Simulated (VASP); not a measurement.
The system is As5S.

```xyz
6
Lattice="5.1387 0.0000 0.0000 -2.5693 4.4502 0.0000 0.0000 0.0000 5.3957" Properties=species:S:1:pos:R:3 pbc="T T T"
As    0.0000    2.9668    0.0000
As    2.5693    1.4834    0.0000
As    2.5693    0.0000    2.6979
As    1.2847    2.2251    2.6979
As   -1.2847    2.2251    2.6979
S     0.0000    0.0000    0.0000
```

The cell was built from a structure type or drawn by symmetry, and may not be a known phase.

* Program: VASP 6.6.1
* Task: relaxation of cell and atoms
* Functional: PBE
* Potentials or basis: VASP PAW PBE potentials, release 64 (As, S)
* Cutoff: 600 eV
* k mesh: 6 × 6 × 4
* Occupations: gaussian, width 0.1 eV
* Spin: no spin polarisation

At the start: pressure 0.5 GPa; volume 20.56 Å³/atom.

Q: How do energy, volume and symmetry change on relaxing?

A: Over 8 steps the energy falls by 10.4 meV/atom and the volume is 20.43 Å³/atom (-0.6 %); space group P6/mmm (No. 191, to 0.1 Å) before and after.

Step by step:
| step | energy change (eV) | largest force (eV/Å) | pressure (GPa) | volume (Å³) |
| --- | --- | --- | --- | --- |
| 1 | 0.0000 | 0.0000 | 0.53 | 123.39 |
| 2 | -0.0393 | 0.0000 | -0.59 | 124.58 |
| 3 | -0.0447 | 0.0000 | -1.02 | 125.13 |
| 4 | -0.0454 | 0.0000 | -1.16 | 125.32 |
| 5 | -0.0594 | 0.0000 | 0.22 | 122.69 |
| 6 | -0.0594 | 0.0000 | 0.31 | 122.52 |
| 7 | -0.0617 | 0.0000 | 0.23 | 122.57 |
| 8 | -0.0622 | 0.0000 | 0.19 | 122.59 |

Final structure:
```yaml
crystal:
  lattice:
    - [5.25677, 0.00000, 0.00000]
    - [-2.62838, 4.55250, 0.00000]
    - [0.00000, 0.00000, 5.12269]
  atoms:
    - { symbol: As, position: [0.33333, 0.66667, 0.00000] }
    - { symbol: As, position: [0.66667, 0.33333, 0.00000] }
    - { symbol: As, position: [0.50000, 0.00000, 0.50000] }
    - { symbol: As, position: [0.50000, 0.50000, 0.50000] }
    - { symbol: As, position: [0.00000, 0.50000, 0.50000] }
    - { symbol: S, position: [0.00000, 0.00000, 0.00000] }
```
